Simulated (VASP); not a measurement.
# Pb in VASP: further runs

The runs below take Pb through single point, with LDA, r2SCAN, PBEsol.

All numbers are computed with VASP 6.6.1; they aren't measurements. Logs are shortened: lines on timing, memory, paths and dates and some standing lists are left out, and cuts for length are marked.

## 1. The cell of the first run

Symmetry: P6_3/mmc, No. 194, hexagonal system. Conventional cell: a = 3.501 Å, b = 3.501 Å, c = 11.418 Å, α = 90.00°, β = 90.00°, γ = 120.00°. Within 4.6 Å of Pb (site symmetry -6m2) lie 12 Pb at 3.50 Å. Within 4.6 Å of Pb (site symmetry -3m) lie 12 Pb at 3.50 Å.

This isn't the form of Pb at room conditions, which is fcc.

## 2. Single point, LDA

File INCAR:

```
SYSTEM = Pb
PREC     = Accurate       ! precision mode
ENCUT    = 520            ! plane-wave cutoff, eV
EDIFF    = 1E-7           ! SCF threshold, eV
ISMEAR   = -1             ! smearing method
SIGMA    = 0.05           ! smearing width, eV
LREAL    = .FALSE.        ! projectors in reciprocal space
LASPH    = .TRUE.         ! aspherical terms in the spheres
NELM     = 80             ! most SCF steps
ALGO     = Normal         ! electronic algorithm
ISIF     = 2              ! what is computed and relaxed
LWAVE    = .FALSE.        ! write WAVECAR
LCHARG   = .FALSE.        ! write CHGCAR
GGA      = CA             ! functional
NBANDS   = 36             ! bands
```

File KPOINTS:

```
regular mesh
0
G
  9 9 3
  0 0 0
```

File POSCAR:

```
Pb
1.0
    3.5007119655      0.0000000000      0.0000000000
   -1.7503559828      3.0317054935      0.0000000000
    0.0000000000      0.0000000000     11.4180902115
Pb
4
Direct
    0.6666666667      0.3333333333      0.7500000000
    0.0000000000      0.0000000000      0.5000000000
    0.3333333333      0.6666666667      0.2500000000
    0.0000000000      0.0000000000      0.0000000000
```

Potentials or basis: VASP PAW LDA potentials, release 64 (Pb_d).

Run with:

```console
cat potpaw_LDA.64/Pb_d/POTCAR > POTCAR
mpirun -np 1 vasp_std > vasp.out
```

OUTCAR:

```text
SYSTEM = Pb
   PREC = Accurate
   ENCUT = 520
   EDIFF = 1E-7
   ISMEAR = -1
   LREAL = .FALSE.
   LASPH = .TRUE.
   NELM = 80
   ISIF = 2
   GGA = CA

 ion  position               nearest neighbor table
   1  0.667  0.333  0.750-   2 3.50   4 3.50   2 3.50   4 3.50   2 3.50   4 3.50
   2  0.000  0.000  0.500-   1 3.50   3 3.50   1 3.50   3 3.50   1 3.50   3 3.50
   3  0.333  0.667  0.250-   2 3.50   4 3.50   2 3.50   4 3.50   2 3.50   4 3.50
   4  0.000  0.000  0.000-   1 3.50   3 3.50   1 3.50   3 3.50   1 3.50   3 3.50

  LATTYP: Found a hexagonal cell.
 ALAT       =     3.5007119655
 C/A-ratio  =     3.2616480088

  Lattice vectors:

 A1 = (   3.5007119655,   0.0000000000,   0.0000000000)
 A2 = (  -1.7503559828,   3.0317054935,   0.0000000000)
 A3 = (   0.0000000000,   0.0000000000,  11.4180902115)

Analysis of symmetry for initial positions (statically):
=====================================================================
 Subroutine PRICEL returns:
 Original cell was already a primitive cell.

 Routine SETGRP: Setting up the symmetry group for a
 hexagonal supercell.

 Subroutine GETGRP returns: Found 24 space group operations
 (whereof 12 operations were pure point group operations)
 out of a pool of 24 trial point group operations.

The static configuration has the point symmetry D_3d.
 The point group associated with its full space group is D_6h.

Analysis of symmetry for dynamics (positions and initial velocities):
=====================================================================
 Subroutine PRICEL returns:
 Original cell was already a primitive cell.

 Routine SETGRP: Setting up the symmetry group for a
 hexagonal supercell.

 Subroutine GETGRP returns: Found 24 space group operations
 (whereof 12 operations were pure point group operations)
 out of a pool of 24 trial point group operations.

The dynamic configuration has the point symmetry D_3d.
 The point group associated with its full space group is D_6h.

 Subroutine INISYM returns: Found 24 space group operations
 (whereof 12 operations are pure point group operations),
 and found     1 'primitive' translations

----------------------------------------------------------------------------------------

                                     Primitive cell

  volume of cell :     121.1816

  direct lattice vectors                    reciprocal lattice vectors
     3.500711965  0.000000000  0.000000000     0.285656178  0.164923671  0.000000000
    -1.750355983  3.031705494  0.000000000     0.000000000  0.329847342  0.000000000
     0.000000000  0.000000000 11.418090211     0.000000000  0.000000000  0.087580320

  length of vectors
     3.500711965  3.500711966 11.418090211     0.329847342  0.329847342  0.087580320

  position of ions in fractional coordinates (direct lattice)
     0.666666667  0.333333333  0.750000000
     0.000000000  0.000000000  0.500000000
     0.333333333  0.666666667  0.250000000
     0.000000000  0.000000000  0.000000000

  ion indices of the primitive-cell ions
   primitive index   ion index
                 1           1
                 2           2
                 3           3
                 4           4

----------------------------------------------------------------------------------------

 KPOINTS: regular mesh

Automatic generation of k-mesh.
 Grid dimensions read from file:
 generate k-points for:    9    9    3

 Generating k-lattice:

  Cartesian coordinates                     Fractional coordinates (reciprocal lattice)
     0.031739575  0.018324852  0.000000000     0.111111111  0.000000000  0.000000000
     0.000000000  0.036649705  0.000000000     0.000000000  0.111111111  0.000000000
     0.000000000  0.000000000  0.029193440     0.000000000  0.000000000  0.333333333

  Length of vectors
     0.036649705  0.036649705  0.029193440

  Shift w.r.t. Gamma in fractional coordinates (k-lattice)
     0.000000000  0.000000000  0.000000000

 Subroutine IBZKPT returns following result:
 ===========================================

 Found     24 irreducible k-points:

 Following reciprocal coordinates:
            Coordinates               Weight
  0.000000  0.000000  0.000000      1.000000
  0.111111  0.000000  0.000000      6.000000
  0.222222  0.000000  0.000000      6.000000
  0.333333  0.000000  0.000000      6.000000
  0.444444  0.000000  0.000000      6.000000
  0.111111  0.111111  0.000000      6.000000
[... 16 lines left out ...]
  0.333333  0.222222  0.333333     24.000000
  0.333333  0.333333  0.333333      4.000000
   k-points           NKPTS =     24   k-points in BZ     NKDIM =     24   number of bands    NBANDS=     36
   number of dos      NEDOS =    301   number of ions     NIONS =      4
   total plane-waves  NPLWV =  70560
   dimension x,y,z NGX =    28 NGY =   28 NGZ =   90
   dimension x,y,z NGXF=    56 NGYF=   56 NGZF=  180
   ions per type =               4
   NGX,Y,Z   is equivalent  to a cutoff of  13.30, 13.30, 13.10 a.u.
   NGXF,Y,Z  is equivalent  to a cutoff of  26.59, 26.59, 26.21 a.u.
 SYSTEM =  Pb
   PREC   = accura    normal or accurate (medium, high low for compatibility)
   ISTART =      0    job   : 0-new  1-cont  2-samecut
   ICHARG =      2    charge: 1-file 2-atom 10-const
   ISPIN  =      1    spin polarized calculation?
   LNONCOLLINEAR =      F non collinear calculations
   LSORBIT =      F    spin-orbit coupling
   LASPH  =      T    aspherical Exc in radial PAW
   ENCUT  =  520.0 eV  38.22 Ry    6.18 a.u.   6.51  6.51 21.23*2*pi/ulx,y,z
   NELM   =     80;   NELMIN=  2; NELMDL= -5     # of ELM steps
   EDIFF  = 0.1E-06   stopping-criterion for ELM
   LREAL  =      F    real-space projection
   EDIFFG = 0.1E-05   stopping-criterion for IOM
   NSW    =      0    number of steps for IOM
   IBRION =     -1    ionic relax: 0-MD 1-quasi-New 2-CG
   NFREE  =      0    steps in history (QN), initial steepest desc. (CG)
   ISIF   =      2    stress and relaxation
   ISYM   =      2    0-nonsym 1-usesym 2-fastsym
   POTIM  = 0.5000    time-step for ionic-motion
   TEBEG  =    0.0;   TEEND  =   0.0 temperature during run
   PSTRESS=    0.0 pullay stress
   NELECT =      56.0000    total number of electrons
   NUPDOWN=      -1.0000    fix difference up-down
   EMIN   =  10.00;   EMAX   =-10.00  energy-range for DOS
   EFERMI =   0.00;   METHOD = LEGACY
   ISMEAR =    -1;   SIGMA  =   0.05  broadening in eV -4-tet -1-fermi 0-gaus
   EFERMI_NEDOS =   21; number of points for ismear=-14 and -15
   IALGO  =     38    algorithm
   IMIX   =      4    mixing-type and parameters
     AMIX     =   0.40;   BMIX     =  1.00
     AMIX_MAG =   1.60;   BMIX_MAG =  1.00
  volume/ion in A,a.u.               =      30.30       204.44
  Fermi-wavevector in a.u.,A,eV,Ry     =   1.265684  2.391796 21.795927  1.601955
  Thomas-Fermi vector in A             =   2.398924
   LORBIT       =      0    0 simple, 1 ext, 2 COOP (PROOUT), +10 PAW based schemes
   GGA     = CA    functional components
   LHFCALC =     F    Hartree Fock is set to
   AEXX    =    0.0000 exact exchange contribution
   IVDW    =     0    specifies the selected vdW correction
   LEPSILON=     F    determine dielectric tensor
   LRPA    =     F    only Hartree local field effects (RPA)
 non-spin polarized calculation
  energy-cutoff  :      520.00
  volume of cell :      121.18
 maximum number of plane-waves:      3295
 NGX is ok and might be reduce to    28
   NGX = 13   NGY = 13   NGZ = 43

 number of electron      56.0000013 magnetization

 Free energy of the ion-electron system (eV)
  ---------------------------------------------------
  ext. energy  EPLUGINS =         0.00000000
  ---------------------------------------------------
  free energy    TOTEN  =       -17.01230699 eV

  energy without entropy =      -17.00327403  energy(sigma->0) =      -17.00779051

 E-fermi :   6.9908     XC(G=0): -10.4605

 val. band max:        6.9527092519   @ k =   0.3333   0.0000   0.3333
 cond. band min:       7.1543887654   @ k =   0.4444   0.1111   0.0000
 fundamental gap:      0.2016795135
 Fermi energy:         6.9908363783

 k-point     1 :       0.0000    0.0000    0.0000
  band No.  band energies     occupation
      1     -10.0405      2.00000
      2     -10.0296      2.00000
      3     -10.0078      2.00000
      4     -10.0078      2.00000
      5      -9.9879      2.00000
      6      -9.9873      2.00000
[... 28 lines left out ...]
     35      14.3267      0.00000
     36      14.4430      0.00000

 k-point     2 :       0.1111    0.0000    0.0000
  band No.  band energies     occupation
      1     -10.0350      2.00000
      2     -10.0309      2.00000
      3     -10.0041      2.00000
      4      -9.9988      2.00000
      5      -9.9902      2.00000
      6      -9.9804      2.00000
[... 28 lines left out ...]
     35      14.1756      0.00000
     36      14.4543      0.00000

 k-point     3 :       0.2222    0.0000    0.0000
  band No.  band energies     occupation
      1     -10.0730      2.00000
      2     -10.0508      2.00000
      3     -10.0210      2.00000
      4      -9.9946      2.00000
      5      -9.9760      2.00000
      6      -9.9539      2.00000
[... 28 lines left out ...]
     35      13.0701      0.00000
     36      13.9092      0.00000
[... 742 lines left out ...]
 k-point    23 :       0.3333    0.2222    0.3333
  band No.  band energies     occupation
      1     -10.0667      2.00000
      2     -10.0588      2.00000
      3     -10.0158      2.00000
      4     -10.0077      2.00000
      5      -9.9867      2.00000
      6      -9.9800      2.00000
[... 28 lines left out ...]
     35      10.6001      0.00000
     36      11.2225      0.00000

 k-point    24 :       0.3333    0.3333    0.3333
  band No.  band energies     occupation
      1     -10.0585      2.00000
      2     -10.0585      2.00000
      3     -10.0255      2.00000
      4      -9.9893      2.00000
      5      -9.9460      2.00000
      6      -9.9460      2.00000
[... 28 lines left out ...]
     35       9.9993      0.00000
     36      10.8541      0.00000

------------------------ aborting loop because EDIFF is reached ----------------------------------------

  FORCE on cell =-STRESS in cart. coord.  units (eV):
  Direction    XX          YY          ZZ          XY          YZ          ZX
  --------------------------------------------------------------------------------------
  -------------------------------------------------------------------------------------
  Total       -1.7536096     -1.7536096     -1.3680309      0.0000000      0.0000000      0.0000000
  in kB      -23.1849748    -23.1849748    -18.0871287      0.0000000      0.0000000      0.0000000
  external PRESSURE =     -21.4856928 kB  Pullay stress =       0.0000000 kB

 VOLUME and BASIS-vectors are now :
 -----------------------------------------------------------------------------
  energy-cutoff  :      520.00
  volume of cell :      121.18
      direct lattice vectors                 reciprocal lattice vectors
     3.500711965  0.000000000  0.000000000     0.285656178  0.164923671  0.000000000
    -1.750355983  3.031705494  0.000000000     0.000000000  0.329847342  0.000000000
     0.000000000  0.000000000 11.418090211     0.000000000  0.000000000  0.087580320

 POSITION                                       TOTAL-FORCE (eV/Angst)
 -----------------------------------------------------------------------------------
      1.75036      1.01057      8.56357         0.000000     -0.000000     -0.000000
      0.00000      0.00000      5.70905         0.000000      0.000000      0.000000
     -0.00000      2.02114      2.85452        -0.000000      0.000000      0.000000
      0.00000      0.00000      0.00000         0.000000      0.000000      0.000000
 -----------------------------------------------------------------------------------
    total drift:                                0.000000     -0.000000      0.000000

  FREE ENERGIE OF THE ION-ELECTRON SYSTEM (eV)
  ---------------------------------------------------
  free  energy   TOTEN  =       -17.0123069868 eV

  energy  without entropy=      -17.0032740320  energy(sigma->0) =      -17.00779051
```

It took 79 s on 1 thread of AMD EPYC 7R43 (Zen 3), shared host; peak memory 0.2 GiB.

What came out:

```yaml
Free_energy: -17.0123 eV
Pressure: -2.1 GPa
Band_gap_on_the_k_mesh: zero (bands 28 and 29 overlap by 7.68 eV)
```

Levels at points of the mesh, in eV from the Fermi level:
| k point | band 25 | band 26 | band 27 | band 28 | band 29 | band 30 | band 31 | band 32 |
| --- | --- | --- | --- | --- | --- | --- | --- | --- |
| (0.00, 0.00, 0.00) | -4.18 | 0.78 | 0.79 | 5.52 | 5.52 | 6.31 | 6.31 | 6.39 |

Caveat: spin-orbit coupling is left out, which moves the levels of the heavy elements.

## 3. Single point, LDA

This run uses another cell than the first one, of 31.53 Å³/atom.

File INCAR:

```
SYSTEM = Pb
ALGO = Normal ; EDIFF = 1E-6
ENCUT = 520 ; GGA = CA
ISIF = 2 ; ISMEAR = -1
LASPH = .TRUE. ; LCHARG = .FALSE.
LREAL = .FALSE. ; LWAVE = .FALSE.
NBANDS = 36 ; NELM = 80
PREC = Accurate ; SIGMA = 0.05
```

File KPOINTS:

```
k-points
0
G
  9 9 3
  0 0 0
```

File POSCAR:

```
Pb
1.0
    3.5477069956      0.0000000000      0.0000000000
   -1.7738534979      3.0724043834      0.0000000000
    0.0000000000      0.0000000000     11.5713714578
Pb
4
Direct
    0.6666666667      0.3333333333      0.7500000000
    0.0000000000      0.0000000000      0.5000000000
    0.3333333333      0.6666666667      0.2500000000
    0.0000000000      0.0000000000      0.0000000000
```

Potentials or basis: VASP PAW LDA potentials, release 64 (Pb_d).

Run with:

```console
cat potpaw_LDA.64/Pb_d/POTCAR > POTCAR
mpirun -np 1 vasp_std > vasp.out
```

OUTCAR:

```text
SYSTEM = Pb
   EDIFF = 1E-6
   ENCUT = 520
   GGA = CA
   ISIF = 2
   ISMEAR = -1
   LASPH = .TRUE.
   LREAL = .FALSE.
   NELM = 80
   PREC = Accurate

 ion  position               nearest neighbor table
   1  0.667  0.333  0.750-   2 3.54   4 3.54   2 3.54   4 3.54   2 3.54   4 3.54
   2  0.000  0.000  0.500-   1 3.54   3 3.54   1 3.54   3 3.54   1 3.54   3 3.54
   3  0.333  0.667  0.250-   2 3.54   4 3.54   2 3.54   4 3.54   2 3.54   4 3.54
   4  0.000  0.000  0.000-   1 3.54   3 3.54   1 3.54   3 3.54   1 3.54   3 3.54

  LATTYP: Found a hexagonal cell.
 ALAT       =     3.5477069956
 C/A-ratio  =     3.2616480087

  Lattice vectors:

 A1 = (   3.5477069956,   0.0000000000,   0.0000000000)
 A2 = (  -1.7738534979,   3.0724043834,   0.0000000000)
 A3 = (   0.0000000000,   0.0000000000,  11.5713714578)

Analysis of symmetry for initial positions (statically):
=====================================================================
 Subroutine PRICEL returns:
 Original cell was already a primitive cell.

 Routine SETGRP: Setting up the symmetry group for a
 hexagonal supercell.

 Subroutine GETGRP returns: Found 24 space group operations
[... 170 lines left out ...]
 E-fermi :   6.5462     XC(G=0): -10.2708

 val. band max:        6.4751774193   @ k =   0.3333   0.1111   0.3333
 cond. band min:       6.7366708698   @ k =   0.4444   0.1111   0.0000
 fundamental gap:      0.2614934504
 Fermi energy:         6.5461592443

 k-point     1 :       0.0000    0.0000    0.0000
  band No.  band energies     occupation
      1     -10.4504      2.00000
      2     -10.4429      2.00000
      3     -10.4254      2.00000
      4     -10.4254      2.00000
      5     -10.4080      2.00000
      6     -10.4080      2.00000
[... 925 lines left out ...]
     35       9.4715      0.00000
     36      10.2702      0.00000

------------------------ aborting loop because EDIFF is reached ----------------------------------------

  FORCE on cell =-STRESS in cart. coord.  units (eV):
  Direction    XX          YY          ZZ          XY          YZ          ZX
  --------------------------------------------------------------------------------------
  -------------------------------------------------------------------------------------
  Total       -3.0143263     -3.0143263     -2.7056283      0.0000000     -0.0000000     -0.0000000
  in kB      -38.2903989    -38.2903989    -34.3690689      0.0000000     -0.0000000     -0.0000000
  external PRESSURE =     -36.9832889 kB  Pullay stress =       0.0000000 kB

 VOLUME and BASIS-vectors are now :
 -----------------------------------------------------------------------------
  energy-cutoff  :      520.00
  volume of cell :      126.13
      direct lattice vectors                 reciprocal lattice vectors
     3.547706996  0.000000000  0.000000000     0.281872207  0.162738994  0.000000000
    -1.773853498  3.072404383  0.000000000     0.000000000  0.325477989  0.000000000
     0.000000000  0.000000000 11.571371458     0.000000000  0.000000000  0.086420180

 POSITION                                       TOTAL-FORCE (eV/Angst)
 -----------------------------------------------------------------------------------
      1.77385      1.02413      8.67853        -0.000000     -0.000000     -0.000000
      0.00000      0.00000      5.78569        -0.000000      0.000000      0.000000
     -0.00000      2.04827      2.89284         0.000000      0.000000      0.000000
      0.00000      0.00000      0.00000        -0.000000      0.000000      0.000000
 -----------------------------------------------------------------------------------
    total drift:                                0.000000     -0.000000      0.000000

  FREE ENERGIE OF THE ION-ELECTRON SYSTEM (eV)
  ---------------------------------------------------
  free  energy   TOTEN  =       -16.9237485889 eV

  energy  without entropy=      -16.9142864787  energy(sigma->0) =      -16.91901753
```

stdout:

```text
POSCAR found type information on POSCAR Pb
 POSCAR found :  1 types and       4 ions
 scaLAPACK will be used
 LDA part: xc-table for (Slater(with rela. corr.)+CA(PZ))
 , standard interpolation
 POSCAR, INCAR and KPOINTS ok, starting setup
 FFT: planning ... GRIDC
 FFT: planning ... GRID_SOFT
 FFT: planning ... GRID
 WAVECAR not read
 entering main loop
```

It took 92 s on 1 thread of AMD EPYC 7R43 (Zen 3), shared host; peak memory 0.21 GiB.

What came out:

```
Free energy            : -16.9237 eV
Pressure               : -3.7 GPa
Band gap on the k mesh : zero (bands 28 and 29 overlap by 7.35 eV)
```

Stress tensor (GPa, compression positive):
```
-3.83  0.00  0.00
 0.00 -3.83  0.00
 0.00  0.00 -3.44
```

Caveat: the cell stands under tension; spin-orbit coupling is left out, which moves the levels of the heavy elements.

(Part 1 of 2 ends here.)
